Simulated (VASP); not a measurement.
# BN (F-43m) in VASP: vibrations by perturbation theory with LDA

Aim: the vibrations by perturbation theory of BN with LDA.

Program: VASP 6.6.1. These are calculated values, not measurements. Logs are shortened: lines on timing, memory, paths and dates and some standing lists are left out, and cuts for length are marked.

### Step 1. The cell of the first run

It takes space group F-43m (No. 216, cubic). Conventional cell: a = 3.569 Å, b = 3.569 Å, c = 3.569 Å, α = 90.00°, β = 90.00°, γ = 90.00°. B (site symmetry -43m) has 4 N at 1.55 Å within 2.1 Å. Within 2.1 Å of N (site symmetry -43m) lie 4 B at 1.55 Å.

### Step 2. Vibrations by perturbation theory, LDA

INCAR reads:

```
SYSTEM = BN
PREC     = Accurate       ! precision mode
ENCUT    = 520            ! plane-wave cutoff, eV
EDIFF    = 1E-8           ! SCF threshold, eV
ISMEAR   = 0              ! smearing method
SIGMA    = 0.01           ! smearing width, eV
LREAL    = .FALSE.        ! projectors in reciprocal space
LASPH    = .TRUE.         ! aspherical terms in the spheres
NELM     = 80             ! most SCF steps
ALGO     = Normal         ! electronic algorithm
ISIF     = 2              ! what is computed and relaxed
LWAVE    = .FALSE.        ! write WAVECAR
LCHARG   = .FALSE.        ! write CHGCAR
NBANDS   = 11             ! bands
IBRION   = 8              ! ionic algorithm
NSW      = 1              ! ionic steps
LEPSILON = .TRUE.         ! dielectric tensor by DFPT
```

KPOINTS reads:

```
Automatic mesh
0
G
  12 12 12
  0 0 0
```

POSCAR reads:

```
BN
1.0
    0.0000000000      1.7844431752      1.7844431752
    1.7844431752      0.0000000000      1.7844431752
    1.7844431752      1.7844431752      0.0000000000
B N
1 1
Direct
    0.0000000000      0.0000000000      0.0000000000
    0.7500000000      0.7500000000      0.7500000000
```

Potentials or basis: VASP PAW LDA potentials, release 64 (B, N).

Command:

```bash
cat potpaw_LDA.64/B/POTCAR potpaw_LDA.64/N/POTCAR > POTCAR
mpirun -np 1 vasp_std > vasp.out
```

OUTCAR:

```text
SYSTEM = BN
   PREC = Accurate
   ENCUT = 520
   EDIFF = 1E-8
   ISMEAR = 0
   LREAL = .FALSE.
   LASPH = .TRUE.
   NELM = 80
   ISIF = 2
   IBRION = 8
   NSW = 1
   LEPSILON = .TRUE.

 ion  position               nearest neighbor table
   1  0.000  0.000  0.000-   2 1.55   2 1.55   2 1.55   2 1.55
   2  0.750  0.750  0.750-   1 1.55   1 1.55   1 1.55   1 1.55

  LATTYP: Found a face centered cubic cell.
 ALAT       =     3.5688863504

  Lattice vectors:

 A1 = (   0.0000000000,   1.7844431752,   1.7844431752)
 A2 = (   1.7844431752,   0.0000000000,   1.7844431752)
 A3 = (   1.7844431752,   1.7844431752,   0.0000000000)

Analysis of symmetry for initial positions (statically):
=====================================================================
 Subroutine PRICEL returns:
 Original cell was already a primitive cell.

 Routine SETGRP: Setting up the symmetry group for a
 face centered cubic supercell.

 Subroutine GETGRP returns: Found 24 space group operations
 (whereof 24 operations were pure point group operations)
 out of a pool of 48 trial point group operations.

The static configuration has the point symmetry T_d .

Analysis of symmetry for dynamics (positions and initial velocities):
=====================================================================
 Subroutine PRICEL returns:
 Original cell was already a primitive cell.

 Routine SETGRP: Setting up the symmetry group for a
 face centered cubic supercell.

 Subroutine GETGRP returns: Found 24 space group operations
 (whereof 24 operations were pure point group operations)
 out of a pool of 48 trial point group operations.

The dynamic configuration has the point symmetry T_d .

 Subroutine INISYM returns: Found 24 space group operations
 (whereof 24 operations are pure point group operations),
 and found     1 'primitive' translations

----------------------------------------------------------------------------------------

                                     Primitive cell

  volume of cell :      11.3642

  direct lattice vectors                    reciprocal lattice vectors
     0.000000000  1.784443175  1.784443175    -0.280199452  0.280199452  0.280199452
     1.784443175  0.000000000  1.784443175     0.280199452 -0.280199452  0.280199452
     1.784443175  1.784443175  0.000000000     0.280199452  0.280199452 -0.280199452

  length of vectors
     2.523583740  2.523583740  2.523583740     0.485319687  0.485319687  0.485319687

  position of ions in fractional coordinates (direct lattice)
     0.000000000  0.000000000  0.000000000
     0.750000000  0.750000000  0.750000000

  ion indices of the primitive-cell ions
   primitive index   ion index
                 1           1
                 2           2

----------------------------------------------------------------------------------------

 KPOINTS: Automatic mesh

Automatic generation of k-mesh.
 Grid dimensions read from file:
 generate k-points for:   12   12   12

 Generating k-lattice:

  Cartesian coordinates                     Fractional coordinates (reciprocal lattice)
    -0.023349954  0.023349954  0.023349954     0.083333333  0.000000000  0.000000000
     0.023349954 -0.023349954  0.023349954     0.000000000  0.083333333  0.000000000
     0.023349954  0.023349954 -0.023349954     0.000000000  0.000000000  0.083333333

  Length of vectors
     0.040443307  0.040443307  0.040443307

  Shift w.r.t. Gamma in fractional coordinates (k-lattice)
     0.000000000  0.000000000  0.000000000

 Subroutine IBZKPT returns following result:
 ===========================================
[... 451 lines left out ...]

 POSITION                                       TOTAL-FORCE (eV/Angst)
 -----------------------------------------------------------------------------------
      0.00000      0.00000      0.00000        -0.000000     -0.000000     -0.000000
      2.67666      2.67666      2.67666         0.000000      0.000000      0.000000
 -----------------------------------------------------------------------------------
    total drift:                                0.000000      0.000000      0.000000

  FREE ENERGIE OF THE ION-ELECTRON SYSTEM (eV)
  ---------------------------------------------------
  free  energy   TOTEN  =       -19.4115287665 eV

  energy  without entropy=      -19.4115287665  energy(sigma->0) =      -19.41152877

 HEAD OF MICROSCOPIC STATIC DIELECTRIC TENSOR (INDEPENDENT PARTICLE, excluding Hartree and local field effects)
 ------------------------------------------------------
           4.708843     0.000000    -0.000000
          -0.000000     4.708843     0.000000
          -0.000000    -0.000000     4.708843
 ------------------------------------------------------

 Free energy of the ion-electron system (eV)
  ---------------------------------------------------
  ---------------------------------------------------
  free energy    TOTEN  =        -0.11829367 eV

  energy without entropy =       -0.11829367

------------------------ aborting loop because EDIFF is reached ----------------------------------------

--------------------------------------- Ionic step        2  -------------------------------------------

------------------------ aborting loop because EDIFF is reached ----------------------------------------

--------------------------------------- Ionic step        3  -------------------------------------------

------------------------ aborting loop because EDIFF is reached ----------------------------------------

 PIEZOELECTRIC TENSOR FIELD DIRECTION 3  (e Angst)
 -----------------------------------------------------------------------------
    -0.00034  0.72962  0.00000           ( -0.00000  0.01004  0.00000)
     0.72962 -0.00034  0.00000           (  0.01004 -0.00000  0.00000)
     0.00000  0.00000  0.00027           (  0.00000  0.00000 -0.00000)

 PIEZOELECTRIC TENSOR FIELD DIRECTION 3  (C/m^2)
 -----------------------------------------------------------------------------
    -0.00049  1.02865  0.00000
     1.02865 -0.00049  0.00000
     0.00000  0.00000  0.00039

--------------------------------------- Ionic step        4  -------------------------------------------

------------------------ aborting loop because EDIFF is reached ----------------------------------------

[... ionic steps 5 to 6 ...]

--------------------------------------- Ionic step        7  -------------------------------------------

 Free energy of the ion-electron system (eV)
  ---------------------------------------------------
  ---------------------------------------------------
  free energy    TOTEN  =        -0.22737073 eV

  energy without entropy =       -0.22737073

------------------------ aborting loop because EDIFF is reached ----------------------------------------

 INTERNAL STRAIN TENSOR  FOR ION    2  DIRECTION 1   (eV/Angst):
 -----------------------------------------------------------------------------
     0.01225  0.00000  0.00000
     0.00000 -0.00492  3.39291
     0.00000  3.39291 -0.00492

 MACROSCOPIC STATIC DIELECTRIC TENSOR (including local field effects in DFT)
 ------------------------------------------------------
           4.555487     0.000000     0.000000
           0.000000     4.555487    -0.000000
           0.000000     0.000000     4.555487
 ------------------------------------------------------

 PIEZOELECTRIC TENSOR (including local field effects)  for field in x, y, z        (e  Angst)
          XX          YY          ZZ          XY          YZ          ZX
  --------------------------------------------------------------------------------
  x     0.00000    -0.00000    -0.00000     0.00000     0.73023     0.00000
  y    -0.00000     0.00000     0.00000     0.00000     0.00000     0.73023
  z    -0.00000    -0.00000     0.00000     0.73023     0.00000     0.00000

 PIEZOELECTRIC TENSOR (including local field effects)  for field in x, y, z        (C/m^2)
          XX          YY          ZZ          XY          YZ          ZX
  --------------------------------------------------------------------------------
  x     0.00000    -0.00000    -0.00000     0.00000     1.02951     0.00000
  y    -0.00000     0.00000     0.00000     0.00000     0.00000     1.02951
  z    -0.00000    -0.00000     0.00000     1.02951     0.00000     0.00000

 BORN EFFECTIVE CHARGES (including local field effects) (in |e|, cummulative output)
 ---------------------------------------------------------------------------------
 ion    1
    1     1.86822    -0.00000    -0.00000
    2    -0.00000     1.86822    -0.00000
    3    -0.00000    -0.00000     1.86822
 ion    2
    1    -1.86822     0.00000     0.00000
    2     0.00000    -1.86822     0.00000
    3     0.00000     0.00000    -1.86822

 INTERNAL STRAIN TENSOR FOR ION    2 for displacements in x,y,z  (eV/Angst):
          X           Y           Z          XY          YZ          ZX
  --------------------------------------------------------------------------------
  x     0.00000    -0.00000     0.00000     0.00000     3.39291     0.00000
  y    -0.00000     0.00000     0.00000     0.00000     0.00000     3.39291
  z    -0.00000     0.00000     0.00000     3.39291     0.00000     0.00000

 SECOND DERIVATIVES (NOT SYMMETRIZED)
 ------------------------------------
               1X          1Y          1Z          2X          2Y          2Z
  1X   -26.324360    0.000000    0.000000   26.324360    0.000000    0.000000
  1Y     0.000000  -26.324360    0.000000    0.000000   26.324360    0.000000
  1Z     0.000000    0.000000  -26.324360    0.000000    0.000000   26.324360
  2X    26.316404    0.000000    0.000000  -26.316404    0.000000    0.000000
  2Y     0.000000   26.316404    0.000000    0.000000  -26.316404    0.000000
  2Z     0.000000    0.000000   26.316404    0.000000    0.000000  -26.316404

 Eigenvectors and eigenvalues of the dynamical matrix
 ----------------------------------------------------

   1 f  =   32.472779 THz   204.032491 2PiTHz 1083.175330 cm-1   134.296565 meV
             X         Y         Z           dx          dy          dz
      0.000000  0.000000  0.000000     0.000000    0.751237    0.000000
      2.676665  2.676665  2.676665     0.000000   -0.660032    0.000000
[... 21 lines left out ...]
   6 f/i=    0.002434 THz     0.015291 2PiTHz    0.081176 cm-1     0.010065 meV
             X         Y         Z           dx          dy          dz
      0.000000  0.000000  0.000000     0.000000    0.000000   -0.660032
      2.676665  2.676665  2.676665     0.000000    0.000000   -0.751237

--------------------------------------------------------------------------------------------------------

 MACROSCOPIC STATIC DIELECTRIC TENSOR IONIC CONTRIBUTION
 ------------------------------------------------------
           2.111508     0.000000    -0.000000
           0.000000     2.111508     0.000000
          -0.000000     0.000000     2.111508
 ------------------------------------------------------

 ELASTIC MODULI CONTR FROM IONIC RELAXATION (kBar)
 Direction    XX          YY          ZZ          XY          YZ          ZX
 --------------------------------------------------------------------------------
 XX          -0.0000     -0.0000     -0.0000     -0.0000     -0.0000     -0.0000
 YY          -0.0000     -0.0000      0.0000      0.0000     -0.0000     -0.0000
 ZZ          -0.0000      0.0000     -0.0000     -0.0000      0.0000     -0.0000
 XY          -0.0000      0.0000     -0.0000    -58.6210      0.0000     -0.0000
 YZ          -0.0000     -0.0000      0.0000      0.0000    -58.6210     -0.0000
 ZX          -0.0000     -0.0000     -0.0000     -0.0000     -0.0000    -58.6210
 --------------------------------------------------------------------------------

 PIEZOELECTRIC TENSOR IONIC CONTR  for field in x, y, z        (C/m^2)
          XX          YY          ZZ          XY          YZ          ZX
  --------------------------------------------------------------------------------
  x    -0.00000    -0.00000     0.00000     0.00000    -0.33105    -0.00000
  y    -0.00000    -0.00000    -0.00000    -0.00000    -0.00000    -0.33105
  z    -0.00000     0.00000    -0.00000    -0.33105     0.00000    -0.00000
```

Wall time 5 min (1 thread of Intel Xeon 8259CL, shared host); peak memory 0.2 GiB.

What came out:

```
Electronic dielectric tensor (diagonal)                 : 4.56
Born charges (mean of the diagonal)                     : B +1.87; N -1.87 e
Highest phonon frequency at Γ, LO-TO splitting left out : 1083 cm⁻¹
```

Phonon frequencies in cm⁻¹ (negative: imaginary):
| q point | frequencies |
| --- | --- |
| (0.000, 0.000, 0.000) | 0 0 0 1083 1083 1083 |

Electronic dielectric tensor:
```
4.56 0.00 0.00
0.00 4.56 0.00
0.00 0.00 4.56
```

Born effective charge tensors (e):
atom 1, B
```
1.87 0.00 0.00
0.00 1.87 0.00
0.00 0.00 1.87
```
atom 2, N
```
-1.87  0.00  0.00
 0.00 -1.87  0.00
 0.00  0.00 -1.87
```

Caveat: the cell stands under pressure or tension, which shifts response properties.
